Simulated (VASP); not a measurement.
# AlN (P6_3/mmc) in VASP: relaxation of cell and atoms with r2SCAN

Aim: the relaxation of cell and atoms of AlN with r2SCAN.

Program: VASP 6.6.1. These are calculated values, not measurements. Logs are shortened: lines on timing, memory, paths and dates and some standing lists are left out, and cuts for length are marked.

### 1 The cell of the first run

It takes space group P6_3/mmc (No. 194, hexagonal). The conventional cell has a = 3.314 Å, b = 3.314 Å, c = 4.186 Å, α = 90.00°, β = 90.00°, γ = 120.00°. Within 2.5 Å of Al (site symmetry -6m2) lie 5 N at 1.91 to 2.09 Å. N (site symmetry -6m2) has 5 Al at 1.91 to 2.09 Å within 2.5 Å.

### 2 Relaxation of cell and atoms, r2SCAN

POSCAR reads:

```
AlN
1.0
    3.3144687359      0.0000000000      0.0000000000
   -1.6572343680      2.8704141254      0.0000000000
    0.0000000000      0.0000000000      4.1862269413
Al N
2 2
Direct
    0.3333333333      0.6666666667      0.2500000000
    0.6666666667      0.3333333333      0.7500000000
    0.6666666667      0.3333333333      0.2500000000
    0.3333333333      0.6666666667      0.7500000000
```

INCAR.step1 reads:

```
  PREC = Accurate
  ENCUT = 600
  ISMEAR = -1
  SIGMA = 0.02
  LREAL = F
  LASPH = T
  NELM = 100
  GGA = PE
  ALGO = Normal
  EDIFF = 1E-4
  LWAVE = T
  LCHARG = F
```

INCAR.step2 reads:

```
  PREC = Accurate
  ENCUT = 600
  EDIFF = 1E-6
  ISMEAR = -1
  SIGMA = 0.02
  LREAL = F
  LASPH = T
  NELM = 100
  ALGO = Normal
  ISIF = 3
  LWAVE = F
  LCHARG = F
  METAGGA = R2SCAN
  LMIXTAU = T
  IBRION = 2
  NSW = 80
  EDIFFG = -0.005
  ISTART = 1
```

KPOINTS reads:

```
regular mesh
0
Gamma
  12 12 6
```

Potentials or basis: VASP PAW PBE potentials, release 64 (Al, N).

Started as:

```sh
> cat potpaw_PBE.64/Al/POTCAR potpaw_PBE.64/N/POTCAR > POTCAR
> cp INCAR.step1 INCAR
> mpirun -np 1 vasp_std > vasp.out
> cp INCAR.step2 INCAR
> mpirun -np 1 vasp_std > vasp.out
```

OUTCAR:

```text
PREC = Accurate
   ENCUT = 600
   EDIFF = 1E-6
   ISMEAR = -1
   LREAL = F
   LASPH = T
   NELM = 100
   ISIF = 3
   METAGGA = R2SCAN
   IBRION = 2
   NSW = 80
   EDIFFG = -0.005
   ISTART = 1

 ion  position               nearest neighbor table
   1  0.333  0.667  0.250-   3 1.91   3 1.91   3 1.91   4 2.09   4 2.09   2 2.84   2 2.84   2 2.84
                             2 2.84   2 2.84   2 2.84
   2  0.667  0.333  0.750-   4 1.91   4 1.91   4 1.91   3 2.09   3 2.09   1 2.84   1 2.84   1 2.84
                             1 2.84   1 2.84   1 2.84
   3  0.667  0.333  0.250-   1 1.91   1 1.91   1 1.91   2 2.09   2 2.09
   4  0.333  0.667  0.750-   2 1.91   2 1.91   2 1.91   1 2.09   1 2.09

  LATTYP: Found a hexagonal cell.
 ALAT       =     3.3144687359
 C/A-ratio  =     1.2630159687

  Lattice vectors:

 A1 = (   3.3144687359,   0.0000000000,   0.0000000000)
 A2 = (  -1.6572343680,   2.8704141254,   0.0000000000)
 A3 = (   0.0000000000,   0.0000000000,   4.1862269413)

Analysis of symmetry for initial positions (statically):
=====================================================================
 Subroutine PRICEL returns:
 Original cell was already a primitive cell.

 Routine SETGRP: Setting up the symmetry group for a
 hexagonal supercell.

 Subroutine GETGRP returns: Found 24 space group operations
 (whereof 12 operations were pure point group operations)
 out of a pool of 24 trial point group operations.

The static configuration has the point symmetry D_3d.
 The point group associated with its full space group is D_6h.

Analysis of symmetry for dynamics (positions and initial velocities):
=====================================================================
 Subroutine PRICEL returns:
 Original cell was already a primitive cell.

 Routine SETGRP: Setting up the symmetry group for a
 hexagonal supercell.

 Subroutine GETGRP returns: Found 24 space group operations
 (whereof 12 operations were pure point group operations)
 out of a pool of 24 trial point group operations.

The dynamic configuration has the point symmetry D_3d.
 The point group associated with its full space group is D_6h.

 Subroutine INISYM returns: Found 24 space group operations
 (whereof 12 operations are pure point group operations),
 and found     1 'primitive' translations

----------------------------------------------------------------------------------------

                                     Primitive cell

  volume of cell :      39.8273

  direct lattice vectors                    reciprocal lattice vectors
     3.314468736  0.000000000  0.000000000     0.301707477  0.174190893  0.000000000
    -1.657234368  2.870414125  0.000000000     0.000000000  0.348381786  0.000000000
     0.000000000  0.000000000  4.186226941     0.000000000  0.000000000  0.238878593

  length of vectors
     3.314468736  3.314468736  4.186226941     0.348381786  0.348381786  0.238878593

  position of ions in fractional coordinates (direct lattice)
     0.333333333  0.666666667  0.250000000
     0.666666667  0.333333333  0.750000000
     0.666666667  0.333333333  0.250000000
     0.333333333  0.666666667  0.750000000

  ion indices of the primitive-cell ions
   primitive index   ion index
                 1           1
                 2           2
                 3           3
                 4           4

----------------------------------------------------------------------------------------

 KPOINTS: regular mesh

Automatic generation of k-mesh.
 Grid dimensions read from file:
 generate k-points for:   12   12    6

 Generating k-lattice:

  Cartesian coordinates                     Fractional coordinates (reciprocal lattice)
     0.025142290  0.014515908  0.000000000     0.083333333 -0.000000000  0.000000000
     0.000000000  0.029031816  0.000000000     0.000000000  0.083333333  0.000000000
     0.000000000  0.000000000  0.039813099     0.000000000  0.000000000  0.166666667

  Length of vectors
     0.029031816  0.029031816  0.039813099

  Shift w.r.t. Gamma in fractional coordinates (k-lattice)
     0.000000000  0.000000000  0.000000000

 Subroutine IBZKPT returns following result:
 ===========================================

 Found     76 irreducible k-points:

 Following reciprocal coordinates:
            Coordinates               Weight
  0.000000  0.000000  0.000000      1.000000
  0.083333 -0.000000  0.000000      6.000000
  0.166667  0.000000  0.000000      6.000000
  0.250000  0.000000  0.000000      6.000000
  0.333333  0.000000  0.000000      6.000000
  0.416667 -0.000000  0.000000      6.000000
[... 16 lines left out ...]
  0.250000  0.000000  0.166667     12.000000
  0.333333  0.000000  0.166667     12.000000
 [... further k-points ...]
   k-points           NKPTS =     76   k-points in BZ     NKDIM =     76   number of bands    NBANDS=     12
   number of dos      NEDOS =    301   number of ions     NIONS =      4
   total plane-waves  NPLWV =  28224
   dimension x,y,z NGX =    28 NGY =   28 NGZ =   36
   dimension x,y,z NGXF=    56 NGYF=   56 NGZF=   72
   ions per type =               2   2
   NGX,Y,Z   is equivalent  to a cutoff of  14.04, 14.04, 14.30 a.u.
   NGXF,Y,Z  is equivalent  to a cutoff of  28.09, 28.09, 28.59 a.u.
 SYSTEM =  unknown system
   PREC   = accura    normal or accurate (medium, high low for compatibility)
   ISTART =      1    job   : 0-new  1-cont  2-samecut
   ICHARG =      0    charge: 1-file 2-atom 10-const
   ISPIN  =      1    spin polarized calculation?
   LNONCOLLINEAR =      F non collinear calculations
   LSORBIT =      F    spin-orbit coupling
   LASPH  =      T    aspherical Exc in radial PAW
   ENCUT  =  600.0 eV  44.10 Ry    6.64 a.u.   6.62  6.62  8.36*2*pi/ulx,y,z
   NELM   =    100;   NELMIN=  2; NELMDL=  0     # of ELM steps
   EDIFF  = 0.1E-05   stopping-criterion for ELM
   LREAL  =      F    real-space projection
   EDIFFG = -.5E-02   stopping-criterion for IOM
   NSW    =     80    number of steps for IOM
   IBRION =      2    ionic relax: 0-MD 1-quasi-New 2-CG
   NFREE  =      1    steps in history (QN), initial steepest desc. (CG)
   ISIF   =      3    stress and relaxation
   ISYM   =      2    0-nonsym 1-usesym 2-fastsym
   POTIM  = 0.5000    time-step for ionic-motion
   TEBEG  =    0.0;   TEEND  =   0.0 temperature during run
   PSTRESS=    0.0 pullay stress
   NELECT =      16.0000    total number of electrons
   NUPDOWN=      -1.0000    fix difference up-down
   EMIN   =  10.00;   EMAX   =-10.00  energy-range for DOS
   EFERMI =   0.00;   METHOD = LEGACY
   ISMEAR =    -1;   SIGMA  =   0.02  broadening in eV -4-tet -1-fermi 0-gaus
   EFERMI_NEDOS =   21; number of points for ismear=-14 and -15
   IALGO  =     38    algorithm
   IMIX   =      4    mixing-type and parameters
     AMIX     =   0.40;   BMIX     =  1.00
     AMIX_MAG =   1.60;   BMIX_MAG =  1.00
  volume/ion in A,a.u.               =       9.96        67.19
  Fermi-wavevector in a.u.,A,eV,Ry     =   1.207965  2.282723 19.853347  1.459180
  Thomas-Fermi vector in A             =   2.343587
   LORBIT       =      0    0 simple, 1 ext, 2 COOP (PROOUT), +10 PAW based schemes
   METAGGA = R2SCAN    functional components
   LHFCALC =     F    Hartree Fock is set to
   AEXX    =    0.0000 exact exchange contribution
   IVDW    =     0    specifies the selected vdW correction
   LEPSILON=     F    determine dielectric tensor
   LRPA    =     F    only Hartree local field effects (RPA)
 conjugate gradient relaxation of ions
 non-spin polarized calculation
  energy-cutoff  :      600.00
  volume of cell :       39.83
 maximum number of plane-waves:      1355
 NGX is ok and might be reduce to    28
   NGX = 13   NGY = 13   NGZ = 17

--------------------------------------- Ionic step        1  -------------------------------------------

 number of electron      16.0000002 magnetization

 Free energy of the ion-electron system (eV)
  ---------------------------------------------------
  ext. energy  EPLUGINS =         0.00000000
  ---------------------------------------------------
  free energy    TOTEN  =       -37.99216449 eV

  energy without entropy =      -37.99216449  energy(sigma->0) =      -37.99216449

------------------------ aborting loop because EDIFF is reached ----------------------------------------

  FORCE on cell =-STRESS in cart. coord.  units (eV):
  Direction    XX          YY          ZZ          XY          YZ          ZX
  --------------------------------------------------------------------------------------
  -------------------------------------------------------------------------------------
  Total       -1.4065948     -1.4065948     -1.4668112      0.0000000      0.0000000      0.0000000
  in kB      -56.5846111    -56.5846111    -59.0070033      0.0000000      0.0000000      0.0000000
  external PRESSURE =     -57.3920752 kB  Pullay stress =       0.0000000 kB
[... 175 lines left out ...]
  energy  without entropy=      -38.0122152075  energy(sigma->0) =      -38.01221521

--------------------------------------- Ionic step        6  -------------------------------------------

 number of electron      16.0000002 magnetization

 Free energy of the ion-electron system (eV)
  ---------------------------------------------------
  ext. energy  EPLUGINS =         0.00000000
  ---------------------------------------------------
  free energy    TOTEN  =       -38.01222770 eV

  energy without entropy =      -38.01222770  energy(sigma->0) =      -38.01222770

 E-fermi :   8.4199     XC(G=0): -11.8174

 val. band max:        8.0283158539   @ k =   0.0000   0.0000   0.0000
 cond. band min:      12.1120962270   @ k =   0.0000   0.0000   0.0000
 fundamental gap:      4.0837803731
 Fermi energy:         8.4199476646

 k-point     1 :       0.0000    0.0000    0.0000
  band No.  band energies     occupation
      1      -9.8076      2.00000
      2      -6.0185      2.00000
      3       0.8468      2.00000
      4       4.5435      2.00000
      5       4.5435      2.00000
      6       6.3205      2.00000
      7       6.3205      2.00000
      8       8.0283      2.00000
      9      12.1121      0.00000
     10      13.4496      0.00000
     11      17.1945      0.00000
     12      17.1945      0.00000
[... 331 lines left out ...]
 k-point    24 :       0.3333    0.0000    0.1667
  band No.  band energies     occupation
      1      -8.4965      2.00000
      2      -6.4360      2.00000
      3       1.1994      2.00000
      4       2.9784      2.00000
      5       3.6897      2.00000
      6       3.8387      2.00000
      7       6.2725      2.00000
      8       6.5731      2.00000
      9      13.2870      0.00000
     10      15.0172      0.00000
     11      17.3183      0.00000
     12      18.2372      0.00000

 [... further k-points ...]

------------------------ aborting loop because EDIFF is reached ----------------------------------------

  FORCE on cell =-STRESS in cart. coord.  units (eV):
  Direction    XX          YY          ZZ          XY          YZ          ZX
  --------------------------------------------------------------------------------------
  -------------------------------------------------------------------------------------
  Total        0.0069389      0.0069389      0.0058358     -0.0000000      0.0000000      0.0000000
  in kB        0.2869007      0.2869007      0.2412898     -0.0000000      0.0000000      0.0000000
  external PRESSURE =       0.2716971 kB  Pullay stress =       0.0000000 kB
[... 19 lines left out ...]
  FREE ENERGIE OF THE ION-ELECTRON SYSTEM (eV)
  ---------------------------------------------------
  free  energy   TOTEN  =       -38.0122277021 eV

  energy  without entropy=      -38.0122277021  energy(sigma->0) =      -38.01222770

 reached required accuracy - stopping structural energy minimisation
```

Run time: 14 min. Hardware: 1 thread of Intel Xeon 8259CL, shared host; peak memory 0.2 GiB.

Results:

```
Free energy                           : -38.0122 eV
Relaxed volume                        : 9.69 Å³/atom
Relaxed cell                          : a = 3.292 Å, b = 3.292 Å, c = 4.129 Å, α = 90.00°, β = 90.00°, γ = 120.00°
Space group after relaxing (to 0.1 Å) : P6_3/mmc (No. 194)
Energy gained by relaxing             : 5.0 meV/atom
Ionic steps                           : 6
Pressure after relaxing               : 0.0 GPa
Band gap on the k mesh                : 4.08 eV
```

Step by step:
```tsv
step	energy change (eV)	largest force (eV/Å)	pressure (GPa)	volume (Å³)
1	0.0000	0.0000	-5.74	39.83
2	-0.0012	0.0000	6.12	37.81
3	-0.0193	0.0000	0.02	38.78
4	-0.0199	0.0000	0.02	38.76
5	-0.0201	0.0000	0.02	38.75
6	-0.0201	0.0000	0.03	38.75
```

Final structure:
```xyz
4
Lattice="3.2919 0.0000 0.0000 -1.6459 2.8508 0.0000 0.0000 0.0000 4.1291" Properties=species:S:1:pos:R:3 pbc="T T T"
Al    0.0000    1.9006    1.0323
Al    1.6459    0.9503    3.0968
N     1.6459    0.9503    1.0323
N     0.0000    1.9006    3.0968
```

Caveat: the PAW data sets were made with another functional, which shifts forces and pressure a little.
